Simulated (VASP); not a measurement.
A run of VASP 6.6.1 is set up as follows.

File INCAR:

```
PREC = Accurate
ENCUT = 520
EDIFF = 1E-8
ISMEAR = 0
SIGMA = 0.01
LREAL = F
LASPH = T
NELM = 80
ALGO = Normal
ISIF = 2
LWAVE = F
LCHARG = F
GGA = CA
IBRION = 8
NSW = 1
```

KPOINTS

```
regular mesh
0
Gamma
  8 8 8
```

POSCAR

```
InP
1.0
    0.0000000000      2.8842264766      2.8842264766
    2.8842264766      0.0000000000      2.8842264766
    2.8842264766      2.8842264766      0.0000000000
In P
1 1
Direct
    0.0000000000      0.0000000000      0.0000000000
    0.7500000000      0.7500000000      0.7500000000
```

Potentials or basis: VASP PAW LDA potentials, release 64 (In_d, P).

The run is started by

```bash
$ cat potpaw_LDA.64/In_d/POTCAR potpaw_LDA.64/P/POTCAR > POTCAR
$ mpirun -np 1 vasp_std > vasp.out
```

**Question.** Predict the highest phonon frequency at Γ, LO-TO splitting left out.

**Answer.** 315 cm⁻¹.

Phonon frequencies in cm⁻¹ (negative: imaginary):
```tsv
q point	frequencies
(0.000, 0.000, 0.000)	0 0 0 315 315 315
```

Caveat: the cell wasn't relaxed at this level first, which shifts response properties.
